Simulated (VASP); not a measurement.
Wanted: the native input for a VASP 6.6.1 run.

- Task: relaxation of cell and atoms
- Functional: PBEsol
- Potentials or basis: VASP PAW PBE potentials, release 64 (In_d)
- Cutoff: 600 eV
- k mesh: 6 × 6 × 6
- Occupations: gaussian, width 0.1 eV
- Spin: no spin polarisation
- Dipole correction: no
- Further INCAR settings: ALGO = Normal; EDIFF = 1e-07; IBRION = 2; EDIFFG = -0.04; NSW = 90; ISIF = 3

The structure of In lies in POSCAR:

```
In
1.0
    2.0479091869      1.1823609204      3.7976020570
   -2.0479091869      1.1823609204      3.7976020570
    0.0000000000     -2.3647218407      3.7976020570
In
2
Direct
    0.2275400000      0.2275400000      0.2275400000
    0.7724600000      0.7724600000      0.7724600000
```

These files were run (other wordings do the same):

INCAR

```
PREC = Accurate ; ENCUT = 600
EDIFF = 1E-7 ; ISMEAR = 0
SIGMA = 0.1 ; LREAL = False
LASPH = True ; NELM = 100
ALGO = Normal ; ISIF = 3
LWAVE = False ; LCHARG = False
GGA = PS ; IBRION = 2
NSW = 90 ; EDIFFG = -0.04
```

KPOINTS

```
regular mesh
0
Gamma
  6 6 6
```

Potentials or basis: VASP PAW PBE potentials, release 64 (In_d).

Launch:

```bash
$ cat potpaw_PBE.64/In_d/POTCAR > POTCAR
$ mpirun -np 1 vasp_std > vasp.out
```

Results of the run:

The relaxed volume is 26.61 Å³/atom. The relaxed cell is a = 4.712 Å, b = 4.712 Å, c = 4.712 Å, α = 48.16°, β = 48.16°, γ = 48.16°, the space group after relaxing (to 0.05 Å) is R-3m (No. 166) and the energy gained by relaxing is 292.5 meV/atom. The ionic steps are 25. The pressure after relaxing is 0.0 GPa. The largest force after relaxing is 0.034 eV/Å. The band gap on the k mesh is zero (band 13 reaches 12.17 eV, above the bottom of band 14 at 5.34 eV).

Caveat: the PAW data sets were made with another functional, which shifts forces and pressure a little; spin-orbit coupling is left out, which moves the levels of the heavy elements.

Wall time 6.8 min on 1 thread of AMD EPYC 9R45 (Zen 5), on a shared host, peak memory 0.21 GiB.
